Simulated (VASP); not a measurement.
Wanted: the native input for a VASP 6.6.1 run.

```yaml
Task: relaxation of cell and atoms
Functional: r2SCAN
Potentials_or_basis: VASP PAW PBE potentials, release 64 (Cs_sv, K_sv, Te, V_sv)
Cutoff: 550 eV
k_mesh: 6 × 6 × 6
Occupations: fermi-dirac, width 0.0309 eV
Spin: no spin polarisation
Dipole_correction: no
Further_INCAR_settings: ALGO = Normal; EDIFF = 1e-07; IBRION = 2; EDIFFG = -0.01; NSW = 60; ISIF = 3
```

The system is Cs2KVTe6.

```
Cs K Te V
1.0
     0.00000    5.33368    5.33368
     5.33368    0.00000    5.33368
     5.33368    5.33368    0.00000
Cs K Te V
2 1 6 1
Direct
  0.25000 0.25000 0.25000
  0.75000 0.75000 0.75000
  0.50000 0.50000 0.50000
  0.78000 0.22000 0.22000
  0.22000 0.78000 0.22000
  0.22000 0.78000 0.78000
  0.78000 0.22000 0.78000
  0.22000 0.22000 0.78000
  0.78000 0.78000 0.22000
  0.00000 0.00000 0.00000
```

One way to write it, as run:

POSCAR

```
Cs2KVTe6
1.0
    0.0000000000      5.3336770000      5.3336770000
    5.3336770000      0.0000000000      5.3336770000
    5.3336770000      5.3336770000      0.0000000000
Cs K Te V
2 1 6 1
Direct
    0.2500000000      0.2500000000      0.2500000000
    0.7500000000      0.7500000000      0.7500000000
    0.5000000000      0.5000000000      0.5000000000
    0.7800000000      0.2200000000      0.2200000000
    0.2200000000      0.7800000000      0.2200000000
    0.2200000000      0.7800000000      0.7800000000
    0.7800000000      0.2200000000      0.7800000000
    0.2200000000      0.2200000000      0.7800000000
    0.7800000000      0.7800000000      0.2200000000
    0.0000000000      0.0000000000      0.0000000000
```

INCAR.step1

```
  ALGO = Normal
  EDIFF = 1E-5
  EDIFFG = -0.005
  ENCUT = 550
  GGA = PE
  GGA_COMPAT = F
  IBRION = 2
  ISIF = 3
  ISMEAR = -1
  KPAR = 4
  LASPH = T
  LCHARG = F
  LREAL = F
  LWAVE = T
  NELM = 120
  NELMIN = 4
  NSW = 100
  PREC = Accurate
  SIGMA = 0.0309
```

INCAR.step2

```
  ALGO = Normal
  EDIFF = 1E-7
  EDIFFG = -0.01
  ENCUT = 550
  GGA_COMPAT = F
  IBRION = 2
  ISIF = 3
  ISMEAR = -1
  ISTART = 1
  KPAR = 4
  LASPH = T
  LCHARG = F
  LMIXTAU = T
  LREAL = F
  LWAVE = F
  METAGGA = R2SCAN
  NELM = 120
  NELMIN = 4
  NSW = 60
  PREC = Accurate
  SIGMA = 0.0309
```

KPOINTS

```
k-points
0
Gamma
  6 6 6
```

Potentials or basis: VASP PAW PBE potentials, release 64 (Cs_sv, K_sv, Te, V_sv).

Command:

```sh
$ cat potpaw_PBE.64/Cs_sv/POTCAR potpaw_PBE.64/K_sv/POTCAR potpaw_PBE.64/Te/POTCAR potpaw_PBE.64/V_sv/POTCAR > POTCAR
$ cp INCAR.step1 INCAR
$ mpirun -np 4 vasp_std > vasp.out
$ cp INCAR.step2 INCAR
$ mpirun -np 4 vasp_std > vasp.out
```

It gave:

```
Relaxed volume                        : 41.70 Å³/atom
Relaxed cell                          : a = 8.386 Å, b = 8.386 Å, c = 8.386 Å, α = 60.00°, β = 60.00°, γ = 60.00°
Space group after relaxing (to 0.1 Å) : Fm-3m (No. 225)
Energy gained by relaxing             : 468.1 meV/atom
Ionic steps                           : 10
Pressure after relaxing               : 0.0 GPa
Band gap on the k mesh                : zero (bands 38 and 39 overlap by 0.54 eV)
```

Caveat: the volume moved by over 15 % at a fixed basis, so the end points are rough; the PAW data sets were made with another functional, which shifts forces and pressure a little; spin-orbit coupling is left out, which moves the levels of the heavy elements.

Run time: 82 min on 4 MPI ranks on AMD EPYC 9R45 96-Core Processor (Zen 5), with other jobs on the host, peak memory 0.81 GiB a rank.
